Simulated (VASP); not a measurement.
# Al2O3 (R-3c) in VASP: a series of runs, part 2 of 2

VASP 6.6.1.

## 3. Single point, PBE

INCAR

```
PREC     = Accurate       # precision mode
ENCUT    = 520            # plane-wave cutoff, eV
EDIFF    = 1E-6           # SCF threshold, eV
ISMEAR   = 0              # smearing method
SIGMA    = 0.05           # smearing width, eV
LREAL    = F              # projectors in reciprocal space
LASPH    = T              # aspherical terms in the spheres
NELM     = 80             # most SCF steps
ALGO     = Normal         # electronic algorithm
ISIF     = 2              # what is computed and relaxed
LWAVE    = F              # write WAVECAR
LCHARG   = F              # write CHGCAR
GGA      = PE             # functional
NBANDS   = 35             # bands
```

KPOINTS

```
Automatic mesh
0
Gamma
  6 6 6
```

POSCAR

```
Al2O3
1.0
    2.4040892951      1.3880016017      4.3737619113
   -2.4040892951      1.3880016017      4.3737619113
    0.0000000000     -2.7760032034      4.3737619113
Al O
4 6
Direct
    0.8521293568      0.8521293568      0.8521293568
    0.6478706432      0.6478706432      0.6478706432
    0.1478706432      0.1478706432      0.1478706432
    0.3521293568      0.3521293568      0.3521293568
    0.0561574040      0.4438425960      0.7500000000
    0.7500000000      0.0561574040      0.4438425960
    0.4438425960      0.7500000000      0.0561574040
    0.9438425960      0.5561574040      0.2500000000
    0.2500000000      0.9438425960      0.5561574040
    0.5561574040      0.2500000000      0.9438425960
```

Potentials or basis: VASP PAW PBE potentials, release 64 (Al, O).

Command:

```bash
> cat potpaw_PBE.64/Al/POTCAR potpaw_PBE.64/O/POTCAR > POTCAR
> mpirun -np 1 vasp_std > vasp.out
```

OUTCAR:

```text
PREC = Accurate
   ENCUT = 520
   EDIFF = 1E-6
   ISMEAR = 0
   LREAL = F
   LASPH = T
   NELM = 80
   ISIF = 2
   GGA = PE

 ion  position               nearest neighbor table
   1  0.852  0.852  0.852-  10 1.87   8 1.87   9 1.87   5 1.99   7 1.99   6 1.99   2 2.68   3 2.82
                             3 2.82   3 2.82   2 3.25   2 3.25   2 3.25
   2  0.648  0.648  0.648-   9 1.87   8 1.87  10 1.87   5 1.99   7 1.99   6 1.99   1 2.68   4 2.82
                             4 2.82   4 2.82   1 3.25   1 3.25   1 3.25
   3  0.148  0.148  0.148-   7 1.87   5 1.87   6 1.87   8 1.99   9 1.99  10 1.99   4 2.68   1 2.82
                             1 2.82   1 2.82   4 3.25   4 3.25   4 3.25
   4  0.352  0.352  0.352-   6 1.87   5 1.87   7 1.87   8 1.99   9 1.99  10 1.99   3 2.68   2 2.82
                             2 2.82   2 2.82   3 3.25   3 3.25   3 3.25
   5  0.056  0.444  0.750-   3 1.87   4 1.87   1 1.99   2 1.99
   6  0.750  0.056  0.444-   4 1.87   3 1.87   1 1.99   2 1.99
   7  0.444  0.750  0.056-   3 1.87   4 1.87   1 1.99   2 1.99
   8  0.944  0.556  0.250-   1 1.87   2 1.87   3 1.99   4 1.99
   9  0.250  0.944  0.556-   2 1.87   1 1.87   3 1.99   4 1.99
  10  0.556  0.250  0.944-   1 1.87   2 1.87   3 1.99   4 1.99

  LATTYP: Found a trigonal (rhomboedric) cell.
 ALAT       =     5.1803462280
[... 210 lines left out ...]
      1     -13.2124      2.00000
      2     -10.9902      2.00000
      3     -10.7272      2.00000
      4     -10.7272      2.00000
      5     -10.4203      2.00000
      6     -10.4203      2.00000
[... 901 lines left out ...]
     34      19.0095      0.00000
     35      19.1154      0.00000

 [... further k-points ...]
[... 5 lines left out ...]
  --------------------------------------------------------------------------------------
  -------------------------------------------------------------------------------------
  Total       -0.0264212     -0.0264212     -0.0284635      0.0000000      0.0000000     -0.0000000
  in kB       -0.4834100     -0.4834100     -0.5207772      0.0000000      0.0000000     -0.0000000
  external PRESSURE =      -0.4958657 kB  Pullay stress =       0.0000000 kB

 VOLUME and BASIS-vectors are now :
 -----------------------------------------------------------------------------
  energy-cutoff  :      520.00
  volume of cell :       87.57
      direct lattice vectors                 reciprocal lattice vectors
     2.404089295  1.388001602  4.373761911     0.207978964  0.120076711  0.076212044
    -2.404089295  1.388001602  4.373761911    -0.207978964  0.120076711  0.076212044
     0.000000000 -2.776003203  4.373761911     0.000000000 -0.240153421  0.076212044

 POSITION                                       TOTAL-FORCE (eV/Angst)
 -----------------------------------------------------------------------------------
      0.00000      0.00000     11.18103         0.000000      0.000000      0.008020
      0.00000      0.00000      8.50090         0.000000      0.000000     -0.008020
      0.00000      0.00000      1.94025         0.000000      0.000000     -0.008020
      0.00000      0.00000      4.62039         0.000000      0.000000      0.008020
     -0.93203     -1.38800      5.46720         0.002038      0.000000     -0.000000
      1.66806     -0.11316      5.46720        -0.001019      0.001765     -0.000000
     -0.73603      1.50116      5.46720        -0.001019     -0.001765     -0.000000
      0.93203      1.38800      7.65408        -0.002038      0.000000     -0.000000
     -1.66806      0.11316      7.65408         0.001019     -0.001765     -0.000000
      0.73603     -1.50116      7.65408         0.001019      0.001765     -0.000000
 -----------------------------------------------------------------------------------
    total drift:                                0.000000      0.000000     -0.000000

  FREE ENERGIE OF THE ION-ELECTRON SYSTEM (eV)
  ---------------------------------------------------
  free  energy   TOTEN  =       -74.8121947370 eV

  energy  without entropy=      -74.8121947370  energy(sigma->0) =      -74.81219474
```

OSZICAR:

```text
N       E                     dE             d eps       ncg     rms          rms(c)
DAV:   1     0.223259274848E+03    0.22326E+03   -0.25312E+04  2240   0.131E+03
DAV:   2    -0.699378591422E+02   -0.29320E+03   -0.28239E+03  2864   0.284E+02
DAV:   3    -0.826868998838E+02   -0.12749E+02   -0.12702E+02  2906   0.603E+01
DAV:   4    -0.827864095664E+02   -0.99510E-01   -0.99448E-01  2776   0.617E+00
DAV:   5    -0.827876378484E+02   -0.12283E-02   -0.12280E-02  2816   0.679E-01    0.174E+01
DAV:   6    -0.747427146901E+02    0.80449E+01   -0.28448E+01  2706   0.283E+01    0.589E+00
DAV:   7    -0.747899579135E+02   -0.47243E-01   -0.83663E-01  2717   0.452E+00    0.327E+00
DAV:   8    -0.748077759719E+02   -0.17818E-01   -0.88942E-02  2653   0.228E+00    0.678E-01
DAV:   9    -0.748115322571E+02   -0.37563E-02   -0.21369E-02  2936   0.783E-01    0.312E-01
DAV:  10    -0.748122355872E+02   -0.70333E-03   -0.88222E-04  2458   0.175E-01    0.757E-02
DAV:  11    -0.748121921173E+02    0.43470E-04   -0.38663E-04  2848   0.111E-01    0.226E-02
DAV:  12    -0.748121953690E+02   -0.32517E-05   -0.22168E-05  2621   0.280E-02    0.625E-03
DAV:  13    -0.748121947370E+02    0.63200E-06   -0.39817E-06  2816   0.110E-02
   1 F= -.74812195E+02 E0= -.74812195E+02  d E =-.113652E-14
```

stdout:

```text
POSCAR found type information on POSCAR AlO
 POSCAR found :  2 types and      10 ions
 scaLAPACK will be used
 LDA part: xc-table for (Slater+PW92), standard interpolation
 POSCAR, INCAR and KPOINTS ok, starting setup
 FFT: planning ... GRIDC
 FFT: planning ... GRID_SOFT
 FFT: planning ... GRID
 WAVECAR not read
 entering main loop
```

It took 3.3 min on 1 thread of AMD EPYC 7R43 (Zen 3), shared host; peak memory 0.21 GiB.

Results:

| Item | Value |
| --- | --- |
| Free energy | -74.8122 eV |
| Pressure | 0.0 GPa |
| Largest force | 0.008 eV/Å |
| Band gap on the k mesh | 5.85 eV, direct |

Forces on the atoms (eV/Å):
```
Al   0.000  0.000  0.008
Al   0.000  0.000 -0.008
Al   0.000  0.000 -0.008
Al   0.000  0.000  0.008
O    0.002  0.000  0.000
O   -0.001  0.002  0.000
O   -0.001 -0.002  0.000
O   -0.002  0.000  0.000
O    0.001 -0.002  0.000
O    0.001  0.002  0.000
```

Levels at points of the mesh, in eV from the valence-band top:
```tsv
k point	band 22	band 23	band 24	band 25	band 26	band 27
(0.00, 0.00, 0.00)	-0.03	-0.03	0.00	5.85	8.90	10.37
(0.50, 0.00, 0.00)	-0.86	-0.25	-0.25	9.14	9.14	9.35
(0.50, 0.50, 0.00)	-0.87	-0.70	-0.23	9.35	9.49	9.62
(0.50, 0.50, 0.50)	-0.35	-0.35	-0.35	8.35	8.35	10.85
```

## 4. Single point, PBE

INCAR

```
SYSTEM = Al2O3
PREC = Accurate
ENCUT = 520
EDIFF = 1E-6
ISMEAR = 0
SIGMA = 0.05
LREAL = .False.
LASPH = .True.
NELM = 100
ALGO = Normal
ISIF = 2
LWAVE = .False.
LCHARG = .True.
GGA = PE
LELF = .True.
LVHAR = .True.
NBANDS = 35
```

KPOINTS

```
regular mesh
0
Gamma
  6 6 6
  0 0 0
```

POSCAR is that of step 3.

Command:

```bash
> cat potpaw_PBE.64/Al/POTCAR potpaw_PBE.64/O/POTCAR > POTCAR
> mpirun -np 1 vasp_std > vasp.out
```

Wall time 3.4 min (1 thread of AMD EPYC 7R43 (Zen 3), shared host); peak memory 0.22 GiB.

The run converged. Its results:

```
Free energy            : -74.8122 eV
Pressure               : 0.0 GPa
Largest force          : 0.008 eV/Å
Band gap on the k mesh : 5.85 eV, direct
```

Forces in eV/Å, atoms in the order of the input:
```
Al   0.000  0.000  0.008
Al   0.000  0.000 -0.008
Al   0.000  0.000 -0.008
Al   0.000  0.000  0.008
O    0.002  0.000  0.000
O   -0.001  0.002  0.000
O   -0.001 -0.002  0.000
O   -0.002  0.000  0.000
O    0.001 -0.002  0.000
O    0.001  0.002  0.000
```

Levels at points of the mesh, in eV from the valence-band top:
```tsv
k point	band 21	band 22	band 23	band 24	band 25	band 26	band 27	band 28
(0.00, 0.00, 0.00)	-0.46	-0.03	-0.03	0.00	5.85	8.90	10.37	11.27
(0.50, 0.00, 0.00)	-0.86	-0.86	-0.25	-0.25	9.14	9.14	9.35	9.35
(0.50, 0.50, 0.00)	-0.97	-0.87	-0.70	-0.23	9.35	9.49	9.62	10.14
(0.50, 0.50, 0.50)	-0.35	-0.35	-0.35	-0.35	8.35	8.35	10.85	10.85
```

## 5. Relaxation of cell and atoms, PBE

This run uses another cell than the first one, of 8.48 Å³/atom, 0.969 times its volume.

INCAR

```
SYSTEM = Al2O3
ALGO = Normal
EDIFF = 1E-7
EDIFFG = -0.005
ENCUT = 600
GGA = PE
IBRION = 2
ISIF = 3
ISMEAR = 0
LASPH = .TRUE.
LCHARG = .FALSE.
LREAL = .FALSE.
LWAVE = .FALSE.
NELM = 80
NSW = 100
PREC = Accurate
SIGMA = 0.02
```

KPOINTS

```
k-points
0
G
  6 6 6
  0 0 0
```

POSCAR

```
Al2O3
1.0
    2.3785015489      1.3732285095      4.3292300000
   -2.3785015489      1.3732285095      4.3292300000
    0.0000000000     -2.7464570191      4.3292300000
Al O
4 6
Direct
    0.8521800000      0.8521800000      0.8521800000
    0.6478200000      0.6478200000      0.6478200000
    0.1478200000      0.1478200000      0.1478200000
    0.3521800000      0.3521800000      0.3521800000
    0.0562500000      0.4437500000      0.7500000000
    0.7500000000      0.0562500000      0.4437500000
    0.4437500000      0.7500000000      0.0562500000
    0.9437500000      0.5562500000      0.2500000000
    0.2500000000      0.9437500000      0.5562500000
    0.5562500000      0.2500000000      0.9437500000
```

Command:

```bash
> cat potpaw_PBE.64/Al/POTCAR potpaw_PBE.64/O/POTCAR > POTCAR
> mpirun -np 1 vasp_std > vasp.out
```

It took 12 min on 1 thread of AMD EPYC 7R43 (Zen 3), shared host; peak memory 0.24 GiB.

Results (log left out):

```
Free energy                            : -74.8235 eV
Relaxed volume                         : 8.75 Å³/atom
Relaxed cell                           : a = 5.178 Å, b = 5.178 Å, c = 5.178 Å, α = 55.31°, β = 55.31°, γ = 55.31°
Space group after relaxing (to 0.05 Å) : R-3c (No. 167)
Energy gained by relaxing              : 5.9 meV/atom
Ionic steps                            : 7
Pressure after relaxing                : -0.1 GPa
Band gap on the k mesh                 : 5.87 eV, direct
```

The path:
```csv
step,energy change (eV),largest force (eV/Å),pressure (GPa),volume (Å³)
1,0.0000,0.0255,7.42,84.84
2,-0.0153,0.0580,-5.76,89.76
3,-0.0586,0.0217,-0.01,87.44
4,-0.0586,0.0209,0.13,87.38
5,-0.0587,0.0008,0.12,87.40
6,-0.0587,0.0007,0.12,87.40
7,-0.0587,0.0013,-0.08,87.47
```

Final structure:
```yaml
crystal:
  lattice:
    - [2.40328, 1.38753, 4.37177]
    - [-2.40328, 1.38753, 4.37177]
    - [0.00000, -2.77507, 4.37177]
  atoms:
    - { symbol: Al, position: [0.85216, 0.85216, 0.85216] }
    - { symbol: Al, position: [0.64784, 0.64784, 0.64784] }
    - { symbol: Al, position: [0.14784, 0.14784, 0.14784] }
    - { symbol: Al, position: [0.35216, 0.35216, 0.35216] }
    - { symbol: O, position: [0.05617, 0.44383, 0.75000] }
    - { symbol: O, position: [0.75000, 0.05617, 0.44383] }
    - { symbol: O, position: [0.44383, 0.75000, 0.05617] }
    - { symbol: O, position: [0.94383, 0.55617, 0.25000] }
    - { symbol: O, position: [0.25000, 0.94383, 0.55617] }
    - { symbol: O, position: [0.55617, 0.25000, 0.94383] }
```

Levels at points of the mesh, in eV from the valence-band top:
| k point | band 21 | band 22 | band 23 | band 24 | band 25 | band 26 | band 27 | band 28 |
| --- | --- | --- | --- | --- | --- | --- | --- | --- |
| (0.00, 0.00, 0.00) | -0.46 | -0.03 | -0.03 | 0.00 | 5.87 | 8.91 | 10.38 | 11.28 |
| (0.50, 0.00, 0.00) | -0.86 | -0.86 | -0.25 | -0.25 | 9.15 | 9.15 | 9.36 | 9.36 |
| (0.50, 0.50, 0.00) | -0.97 | -0.87 | -0.70 | -0.23 | 9.37 | 9.50 | 9.63 | 10.15 |
| (0.50, 0.50, 0.50) | -0.35 | -0.35 | -0.35 | -0.35 | 8.37 | 8.37 | 10.86 | 10.86 |

PBE gaps usually lie below the measured ones, often by a third to a half. Zero-point motion and thermal expansion aren't in these numbers.

## 6. Overview

```csv
task,cell,cutoff (eV),smearing,gap on the mesh (eV),pressure (GPa),largest force (eV/Å)
single point,"a = 5.180 Å, angles 55.3°, 10 atoms",520,gaussian 0.02 eV,5.85,-0.1,0.01
single point,"a = 5.180 Å, angles 55.3°, 10 atoms",520,gaussian 0.05 eV,5.85,0.0,0.01
relaxation of cell and atoms,"relaxed from a = 5.127 Å, angles 55.3°, 10 atoms",600,gaussian 0.02 eV,5.87,-0.1,-
```

Alike in all rows: level PBE; potentials or basis VASP PAW PBE potentials, release 64 (Al, O); no spin polarisation; k mesh 6 × 6 × 6.

Absolute energies hang on the potentials; compare differences alone.

## 7. Comparison with measurements

Step 2. Against the measured gap of Al2O3, 8.7 eV (optical; quoted in “Multi-petahertz electron interference in Cr:Al2O3 solid-state material”, 2018, pmc:5906618), the calculated 5.85 eV is off by -2.85 eV. The value is that of PBE, without temperature or zero-point motion. Semilocal functionals fall short of measured gaps as a rule.

Step 3. A measured gap of Al2O3 is 8.7 eV (optical; quoted in “Multi-petahertz electron interference in Cr:Al2O3 solid-state material”, 2018, pmc:5906618); the calculated 5.85 eV misses it by -2.85 eV. The value is that of PBE, without temperature or zero-point motion. Semilocal functionals fall short of measured gaps as a rule.

Step 4. Against the measured gap of Al2O3, 8.7 eV (optical; quoted in “Multi-petahertz electron interference in Cr:Al2O3 solid-state material”, 2018, pmc:5906618), the calculated 5.85 eV is off by -2.85 eV. The value is that of PBE, without temperature or zero-point motion. Semilocal functionals fall short of measured gaps as a rule.
